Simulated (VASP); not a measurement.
# Al (Fmmm) in VASP: notebook

Al is run at these levels: PBEsol; tasks: single point.

All numbers are computed with VASP 6.6.1; they aren't measurements. Logs are shortened: lines on timing, memory, paths and dates and some standing lists are left out, and cuts for length are marked.

## 1. The cell of the first run

The structure is orthorhombic, space group Fmmm (No. 69). The conventional cell has a = 3.182 Å, b = 4.444 Å, c = 4.557 Å, α = 90.00°, β = 90.00°, γ = 90.00°. Within 3.6 Å of Al (site symmetry mmm) lie 14 Al at 2.73 to 3.18 Å.

## 2. Single point, PBEsol (strain +0.0250 x Voigt [0, 0, 0, 0, 0, 1])

INCAR reads:

```
SYSTEM = Al
PREC = Accurate
ENCUT = 520
EDIFF = 1E-6
ISMEAR = 0
SIGMA = 0.15
LREAL = .False.
LASPH = .True.
NELM = 100
ALGO = Fast
ISIF = 2
LWAVE = .False.
LCHARG = .True.
GGA = PS
LELF = .True.
LVHAR = .True.
NBANDS = 8
```

KPOINTS reads:

```
regular mesh
0
Gamma
  20 20 20
  0 0 0
```

POSCAR reads:

```
Al
1.0
   -1.5713284564      1.5713284564      1.5912186900
    1.5713284564     -1.5713284564      1.5912186900
    1.6111089236      1.6111089236     -1.5912186900
Al
1
Direct
    0.0000000000      0.0000000000      0.0000000000
```

Potentials or basis: VASP PAW PBE potentials, release 64 (Al).

Command:

```console
$ cat potpaw_PBE.64/Al/POTCAR > POTCAR
$ mpirun -np 1 vasp_std > vasp.out
```

OUTCAR:

```text
SYSTEM = Al
   PREC = Accurate
   ENCUT = 520
   EDIFF = 1E-6
   ISMEAR = 0
   LREAL = .False.
   LASPH = .True.
   NELM = 100
   ISIF = 2
   GGA = PS

 ion  position               nearest neighbor table
   1  0.000  0.000  0.000-

  LATTYP: Found a face centered orthorhombic cell.
 ALAT       =     3.1824373800
 B/A-ratio  =     1.3965358929
 C/A-ratio  =     1.4318912319

  Lattice vectors:

 A1 = (   3.1824373800,   0.0397804672,   0.0000000000)
 A2 = (   1.6111089236,   1.6111089236,   1.5912186900)
 A3 = (   1.5713284564,  -1.5713284564,   1.5912186900)

Analysis of symmetry for initial positions (statically):
=====================================================================
 Subroutine PRICEL returns:
 Original cell was already a primitive cell.

 Routine SETGRP: Setting up the symmetry group for a
 face centered orthorhombic supercell.

 Subroutine GETGRP returns: Found  8 space group operations
 (whereof  8 operations were pure point group operations)
 out of a pool of  8 trial point group operations.

The static configuration has the point symmetry D_2h.

Analysis of symmetry for dynamics (positions and initial velocities):
=====================================================================
 Subroutine PRICEL returns:
 Original cell was already a primitive cell.

 Routine SETGRP: Setting up the symmetry group for a
 face centered orthorhombic supercell.

 Subroutine GETGRP returns: Found  8 space group operations
 (whereof  8 operations were pure point group operations)
 out of a pool of  8 trial point group operations.

The dynamic configuration has the point symmetry D_2h.

 Subroutine INISYM returns: Found  8 space group operations
 (whereof  8 operations are pure point group operations),
 and found     1 'primitive' translations

----------------------------------------------------------------------------------------

                                     Primitive cell

  volume of cell :      16.1132

  direct lattice vectors                    reciprocal lattice vectors
    -1.571328456  1.571328456  1.591218690    -0.003928421  0.314273670  0.314224565
     1.571328456 -1.571328456  1.591218690     0.314273670 -0.003928421  0.314224565
     1.611108924  1.611108924 -1.591218690     0.310345249  0.310345249  0.000000000

  length of vectors
     2.733152604  2.733152604  2.779086333     0.444432727  0.444432727  0.438894460
[... 79 lines left out ...]
   EDIFF  = 0.1E-05   stopping-criterion for ELM
   LREAL  =      F    real-space projection
   EDIFFG = 0.1E-04   stopping-criterion for IOM
   NSW    =      0    number of steps for IOM
   IBRION =     -1    ionic relax: 0-MD 1-quasi-New 2-CG
   NFREE  =      0    steps in history (QN), initial steepest desc. (CG)
   ISIF   =      2    stress and relaxation
   ISYM   =      2    0-nonsym 1-usesym 2-fastsym
   POTIM  = 0.5000    time-step for ionic-motion
   TEBEG  =    0.0;   TEEND  =   0.0 temperature during run
   PSTRESS=    0.0 pullay stress
   NELECT =       3.0000    total number of electrons
   NUPDOWN=      -1.0000    fix difference up-down
   EMIN   =  10.00;   EMAX   =-10.00  energy-range for DOS
   EFERMI =   0.00;   METHOD = LEGACY
   ISMEAR =     0;   SIGMA  =   0.15  broadening in eV -4-tet -1-fermi 0-gaus
   EFERMI_NEDOS =   21; number of points for ismear=-14 and -15
   IALGO  =     68    algorithm
   IMIX   =      4    mixing-type and parameters
     AMIX     =   0.40;   BMIX     =  1.00
     AMIX_MAG =   1.60;   BMIX_MAG =  1.00
  volume/ion in A,a.u.               =      16.11       108.74
  Fermi-wavevector in a.u.,A,eV,Ry     =   0.934806  1.766527 11.889609  0.873862
  Thomas-Fermi vector in A             =   2.061648
   LORBIT       =      0    0 simple, 1 ext, 2 COOP (PROOUT), +10 PAW based schemes
   GGA     = PS    functional components
   LHFCALC =     F    Hartree Fock is set to
   AEXX    =    0.0000 exact exchange contribution
   IVDW    =     0    specifies the selected vdW correction
   LEPSILON=     F    determine dielectric tensor
   LRPA    =     F    only Hartree local field effects (RPA)
 non-spin polarized calculation
 RMM-DIIS sequential band-by-band and
 Gauss-broadening in eV      SIGMA  =   0.15
  energy-cutoff  :      520.00
  volume of cell :       16.11
 maximum number of plane-waves:       448
   NGX = 11   NGY = 11   NGZ = 11

 number of electron       3.0000000 magnetization

 Free energy of the ion-electron system (eV)
  ---------------------------------------------------
  ext. energy  EPLUGINS =         0.00000000
  ---------------------------------------------------
  free energy    TOTEN  =        -3.99090030 eV

  energy without entropy =       -3.98583911  energy(sigma->0) =       -3.98836971

 E-fermi :   8.2054     XC(G=0): -10.3473

 val. band max:        8.2021460448   @ k =  -0.4500   0.0500   0.1000
 cond. band min:       8.2058038435   @ k =  -0.3500   0.4500   0.4500
 fundamental gap:      0.0036577987
 Fermi energy:         8.2054078030

 k-point     1 :       0.0000    0.0000    0.0000
  band No.  band energies     occupation
      1      -3.0912      2.00000
      2      21.4144      0.00000
      3      21.5021      0.00000
      4      21.7652      0.00000
      5      22.8558      0.00000
      6      23.2336      0.00000
      7      23.5227      0.00000
      8      24.6761      0.00000
[... 243 lines left out ...]
 k-point    24 :      -0.3500    0.0500    0.0000
  band No.  band energies     occupation
      1       0.0300      2.00000
      2       9.7361      0.00000
      3      16.3961      0.00000
      4      17.2139      0.00000
      5      19.3796      0.00000
      6      21.3597      0.00000
      7      26.1196      0.00000
      8      28.3246      0.00000

 [... further k-points ...]

------------------------ aborting loop because EDIFF is reached ----------------------------------------

  FORCE on cell =-STRESS in cart. coord.  units (eV):
  Direction    XX          YY          ZZ          XY          YZ          ZX
  --------------------------------------------------------------------------------------
  -------------------------------------------------------------------------------------
  Total        0.2336078      0.2336078      0.2295763     -0.1126302      0.0000000      0.0000000
  in kB       23.2282342     23.2282342     22.8273675    -11.1991182      0.0000000      0.0000000
  external PRESSURE =      23.0946119 kB  Pullay stress =       0.0000000 kB

 VOLUME and BASIS-vectors are now :
 -----------------------------------------------------------------------------
  energy-cutoff  :      520.00
  volume of cell :       16.11
      direct lattice vectors                 reciprocal lattice vectors
    -1.571328456  1.571328456  1.591218690    -0.003928421  0.314273670  0.314224565
     1.571328456 -1.571328456  1.591218690     0.314273670 -0.003928421  0.314224565
     1.611108924  1.611108924 -1.591218690     0.310345249  0.310345249  0.000000000

 POSITION                                       TOTAL-FORCE (eV/Angst)
 -----------------------------------------------------------------------------------
      0.00000      0.00000      0.00000        -0.000000     -0.000000     -0.000000
 -----------------------------------------------------------------------------------
    total drift:                                0.000000     -0.000000     -0.000000

  FREE ENERGIE OF THE ION-ELECTRON SYSTEM (eV)
  ---------------------------------------------------
  free  energy   TOTEN  =        -3.9909003015 eV

  energy  without entropy=       -3.9858391149  energy(sigma->0) =       -3.98836971
```

It took 69 s on 1 thread of Intel Xeon Platinum 8375C at 2.90GHz (Ice Lake), shared host; peak memory 0.23 GiB.

Results:

```yaml
Free_energy: -3.9909 eV
Pressure: 2.3 GPa
Band_gap_on_the_k_mesh: zero (an odd number of electrons rules out a gap without spin polarisation)
```

Levels at points of the mesh, in eV from the Fermi level:
| k point | band 1 | band 2 | band 3 | band 4 |
| --- | --- | --- | --- | --- |
| (0.00, 0.00, 0.00) | -11.30 | 13.21 | 13.30 | 13.56 |
| (0.50, 0.00, 0.00) | -4.41 | -3.89 | 8.27 | 8.28 |
| (0.50, 0.50, 0.00) | -4.29 | -3.65 | 8.09 | 8.24 |
| (0.00, 0.00, 0.50) | -4.53 | -4.13 | 8.37 | 8.58 |
| (0.50, 0.50, 0.50) | 1.79 | 1.90 | 2.03 | 2.93 |

Caveat: the cell differs from its parent crystal (strain +0.0250 x Voigt [0, 0, 0, 0, 0, 1]); the PAW data sets were made with another functional, which shifts forces and pressure a little.

## 3. Single point, PBEsol (strain +0.0150 x Voigt [0, 0, 0, 0, 0, 1])

INCAR reads:

```
ALGO = Fast
EDIFF = 1E-6
ENCUT = 520
GGA = PS
ISIF = 2
ISMEAR = 0
LASPH = T
LCHARG = T
LELF = T
LREAL = F
LVHAR = T
LWAVE = F
NBANDS = 8
NELM = 80
PREC = Accurate
SIGMA = 0.15
```

KPOINTS reads:

```
k-points
0
Gamma
  20 20 20
```

POSCAR reads:

```
Al
1.0
   -1.5792845498      1.5792845498      1.5912186900
    1.5792845498     -1.5792845498      1.5912186900
    1.6031528302      1.6031528302     -1.5912186900
Al
1
Direct
    0.0000000000      0.0000000000      0.0000000000
```

Potentials or basis: VASP PAW PBE potentials, release 64 (Al).

Command:

```console
$ cat potpaw_PBE.64/Al/POTCAR > POTCAR
$ mpirun -np 1 vasp_std > vasp.out
```

It took 76 s on 1 thread of Intel Xeon Platinum 8375C at 2.90GHz (Ice Lake), shared host; peak memory 0.23 GiB.

The run converged. Its results:

```
Free energy            : -3.9918 eV
Pressure               : 2.3 GPa
Band gap on the k mesh : zero (an odd number of electrons rules out a gap without spin polarisation)
```

Stress tensor (GPa, compression positive):
```
 2.30 -0.64  0.00
-0.64  2.30  0.00
 0.00  0.00  2.24
```

Levels at points of the mesh, in eV from the Fermi level:
| k point | band 1 | band 2 | band 3 | band 4 | band 5 | band 6 |
| --- | --- | --- | --- | --- | --- | --- |
| (0.00, 0.00, 0.00) | -11.30 | 13.28 | 13.35 | 13.49 | 14.81 | 15.02 |
| (0.50, 0.00, 0.00) | -4.41 | -3.89 | 8.30 | 8.31 | 10.16 | 11.62 |
| (0.50, 0.50, 0.00) | -4.34 | -3.75 | 8.18 | 8.27 | 10.05 | 11.46 |
| (0.00, 0.00, 0.50) | -4.48 | -4.03 | 8.34 | 8.48 | 10.21 | 11.75 |
| (0.50, 0.50, 0.50) | 1.83 | 1.90 | 1.97 | 2.93 | 2.93 | 5.87 |

Caveat: the cell differs from its parent crystal (strain +0.0150 x Voigt [0, 0, 0, 0, 0, 1]); the PAW data sets were made with another functional, which shifts forces and pressure a little.

[end of part 1 of 2]
